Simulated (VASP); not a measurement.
Write the native input for VASP 6.6.1 that does the following.

```
Task                   : single point
Functional             : PBEsol
Potentials or basis    : VASP PAW PBE potentials, release 64 (Mg, O)
Cutoff                 : 520 eV
k mesh                 : 9 × 9 × 9
Occupations            : fermi-dirac, width 0.05 eV
Spin                   : no spin polarisation
Dipole correction      : no
Further INCAR settings : ALGO = Normal; EDIFF = 1e-06; NBANDS = 11
```

The structure of MgO lies in POSCAR:

```
MgO
1.0
    0.0000000000      2.0970013927      2.0760313788
    2.0970013927      0.0000000000      2.0760313788
    2.0970013927      2.0970013927      0.0000000000
Mg O
1 1
Direct
    0.0000000000      0.0000000000      0.0000000000
    0.5000000000      0.5000000000      0.5000000000
```

One way to write it, as run:

INCAR

```
SYSTEM = MgO
ALGO = Normal ; EDIFF = 1E-6
ENCUT = 520 ; GGA = PS
ISIF = 2 ; ISMEAR = -1
LASPH = .TRUE. ; LCHARG = .TRUE.
LELF = .TRUE. ; LREAL = .FALSE.
LVHAR = .TRUE. ; LWAVE = .FALSE.
NBANDS = 11 ; NELM = 80
PREC = Accurate ; SIGMA = 0.05
```

KPOINTS

```
k-points
0
G
  9 9 9
  0 0 0
```

Potentials or basis: VASP PAW PBE potentials, release 64 (Mg, O).

Run with:

```bash
$ cat potpaw_PBE.64/Mg/POTCAR potpaw_PBE.64/O/POTCAR > POTCAR
$ mpirun -np 1 vasp_std > vasp.out
```

It gave:

- Pressure: 3.6 GPa
- Band gap on the k mesh: 4.85 eV, direct

Caveat: the PAW data sets were made with another functional, which shifts forces and pressure a little.

It took 11 s on 1 thread of Intel Xeon 6975P-C, on a shared host, peak memory 0.15 GiB.
